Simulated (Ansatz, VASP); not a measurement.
**Two plane-wave programs on CrO2**

```xyz
3
Lattice="2.8569 0.0000 0.0000 -1.4285 2.4742 0.0000 0.0000 0.0000 4.8712" Properties=species:S:1:pos:R:3 pbc="T T T"
Cr    0.0000    0.0000    0.0000
O     0.0000    1.6494    0.9445
O     1.4285    0.8247    3.9267
```

Alike in both runs: functional PBEsol; k mesh 12 × 12 × 6; occupations gaussian, width 0.05 eV; collinear spin.

Ansatz relaxed the structure, and its values are those at the end. VASP's run is a single point on that final structure, the one shown.

|  | VASP | Ansatz |
| --- | --- | --- |
| version | VASP 6.6.1 | Ansatz 0.2.0 |
| potentials or method | VASP PAW PBE potentials, release 64 (Cr_pv, O), cutoff 520 eV | scalar-relativistic, plane waves, PAW |
| valence electrons in the cell | 24 | 26 |

```csv
,VASP,Ansatz,Ansatz less VASP
gap on the k mesh at the Fermi level (eV),none,none,-
pressure (GPa),0.7,0.0,-0.64
rms of the force components (eV/Å),0.027,0.000,-0.0271
net moment per atom (μB),0.67,0.67,0.000
size of the moment on the site where the two differ most (μB),2.04,1.70,-0.334
```

VASP's potentials were made for PBE, not for PBEsol. Site moments also hang on the region over which each program counts them. A gap of «none» marks a metal or a gap that the smearing closes. VASP's potentials hold 24 valence electrons a cell and Ansatz's 26, so a difference there can come from the potentials and not from the codes.
